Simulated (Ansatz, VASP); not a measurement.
**Two plane-wave programs on Ni**

```
CELL_PARAMETERS angstrom
-1.38372 1.38372 1.38372
1.38372 -1.38372 1.38372
1.38372 1.38372 -1.38372
ATOMIC_POSITIONS crystal
Ni 0.00000 0.00000 0.00000
```

Alike in both runs: functional BLYP; k mesh 13 × 13 × 13; occupations fermi-dirac, width 0.05 eV; collinear spin.

```csv
,VASP,Ansatz
version,VASP 6.6.1,Ansatz 0.2.0
potentials or method,"VASP PAW PBE potentials, release 64 (Ni)",Ansatz PAW
plane-wave cutoff (eV),600,420
valence electrons in the cell,10,18
task,single point,band structure
```

Ansatz gave:

```
gap on the k mesh at the Fermi level (eV)                     : none
pressure (GPa)                                                : 17.7
net moment per atom (μB)                                      : 0.55
size of the moment on the site where the two differ most (μB) : 0.57
```

Estimate VASP's values.

gap on the k mesh at the Fermi level (eV): none; pressure (GPa): 17.5; net moment per atom (μB): 0.53; size of the moment on the site where the two differ most (μB): 0.53.

VASP's potentials were made for PBE, not for BLYP. Site moments also hang on the region over which each program counts them. A gap of «none» marks a metal or a gap that the smearing closes. With one functional, cell and mesh, what is left measures potentials, basis and numerics. VASP's potentials hold 10 valence electrons a cell and Ansatz's 18, so a difference there can come from the potentials and not from the codes.
